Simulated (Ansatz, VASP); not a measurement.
**Two plane-wave programs on Al2Cu**

POSCAR

```
Al2Cu
1.0
    4.1051820000      0.0000000000      0.0000000000
    0.0000000000      4.1051820000      0.0000000000
    0.0000000000      0.0000000000      2.8913130000
Al Cu
2 1
Direct
    0.5000000000      0.0000000000      0.5000000000
    0.0000000000      0.5000000000      0.5000000000
    0.0000000000      0.0000000000      0.0000000000
```

File INCAR.step1:

```
SYSTEM = Al2Cu
ALGO     = Normal         ! electronic algorithm
EDIFF    = 1E-4           ! SCF threshold, eV
ENCUT    = 520            ! plane-wave cutoff, eV
GGA      = PE             ! functional
ISMEAR   = 0              ! smearing method
LASPH    = .True.         ! aspherical terms in the spheres
LCHARG   = .False.        ! write CHGCAR
LREAL    = .False.        ! projectors in reciprocal space
LWAVE    = .True.         ! write WAVECAR
NBANDS   = 16             ! bands
NELM     = 60             ! most SCF steps
PREC     = Accurate       ! precision mode
SIGMA    = 0.02           ! smearing width, eV
```

Contents of INCAR.step2:

```
SYSTEM = Al2Cu
ALGO     = Normal         ! electronic algorithm
EDIFF    = 1E-6           ! SCF threshold, eV
ENCUT    = 520            ! plane-wave cutoff, eV
ISIF     = 2              ! what is computed and relaxed
ISMEAR   = 0              ! smearing method
ISTART   = 1            
LASPH    = .True.         ! aspherical terms in the spheres
LCHARG   = .False.        ! write CHGCAR
LMIXTAU  = .True.       
LREAL    = .False.        ! projectors in reciprocal space
LWAVE    = .False.        ! write WAVECAR
METAGGA  = R2SCAN         ! meta-GGA
NBANDS   = 16             ! bands
NELM     = 60             ! most SCF steps
PREC     = Accurate       ! precision mode
SIGMA    = 0.02           ! smearing width, eV
```

Contents of KPOINTS:

```
k-points
0
Gamma
  10 10 14
  0 0 0
```

Input for Ansatz:

```yaml
crystal:
  lattice:
    - [4.105182, 0.0, 0.0]
    - [0.0, 4.105182, 0.0]
    - [0.0, 0.0, 2.891313]
  atoms:
    - { symbol: Al, position: [0.5, 0.0, 0.5] }
    - { symbol: Al, position: [0.0, 0.5, 0.5] }
    - { symbol: Cu, position: [0.0, 0.0, 0.0] }
basis:
  ecutwfc: 500
kpoints:
  mp_grid: { grid: [10, 10, 14] }
hamiltonian:
  xc: r2scan
scf:
  occupations: { method: gaussian, width: 0.02 }
output:
  forces: true
  stress: true
  eigenvalues: true
```

Alike in both runs: task single point; functional r2SCAN; k mesh 10 × 10 × 14; occupations gaussian, width 0.02 eV; no spin polarisation.

```csv
,VASP,Ansatz
version,VASP 6.6.1,Ansatz 0.2.0
potentials or method,"VASP PAW PBE potentials, release 64 (Al, Cu), cutoff 520 eV","scalar-relativistic, plane waves, PAW"
valence electrons in the cell,17,25
```

|  | VASP | Ansatz | Ansatz less VASP |
| --- | --- | --- | --- |
| gap on the k mesh at the Fermi level (eV) | none | none | - |
| pressure (GPa) | -2.3 | -2.1 | +0.17 |
| traceless stress, the component that is largest in VASP (GPa) | -0.54 | -0.53 | +0.008 |

VASP's potentials were made for PBE, not for r2SCAN. A gap of «none» marks a metal or a gap that the smearing closes. VASP's potentials hold 17 valence electrons a cell and Ansatz's 25, so a difference there can come from the potentials and not from the codes.
